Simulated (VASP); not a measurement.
A run of VASP 6.6.1:

File INCAR:

```
PREC = Accurate
ENCUT = 600
EDIFF = 1E-7
ISMEAR = 0
SIGMA = 0.1
LREAL = F
LASPH = T
NELM = 60
ALGO = Normal
ISIF = 3
LWAVE = F
LCHARG = F
GGA = PE
IBRION = 2
NSW = 90
EDIFFG = -0.04
```

KPOINTS

```
Automatic mesh
0
Gamma
  6 6 4
```

File POSCAR:

```
Be3H2
1.0
    3.2888482300      0.0000000000      0.0000000000
   -1.6444241100      2.8482261100      0.0000000000
    0.0000000000      0.0000000000      4.0280000000
Be H
3 2
Direct
    0.0000000000      0.0000000000      0.0000000000
    0.6666666700      0.3333333300      0.3333333300
    0.3333333300      0.6666666700      0.6666666700
    0.6666666700      0.3333333300      0.8333333300
    0.3333333300      0.6666666700      0.1666666700
```

Potentials or basis: VASP PAW PBE potentials, release 64 (Be, H).

Command:

```bash
$ cat potpaw_PBE.64/Be/POTCAR potpaw_PBE.64/H/POTCAR > POTCAR
$ mpirun -np 1 vasp_std > vasp.out
```

Hardware: 1 thread of Intel Xeon 8259CL, with other jobs on the host.

Problem. Estimate the wall time of this run.

Solution. Wall time 7.5 min on 1 thread of Intel Xeon 8259CL, with other jobs on the host, peak memory 0.17 GiB. Counts: scf iterations 346, k points 24, ion steps 49.
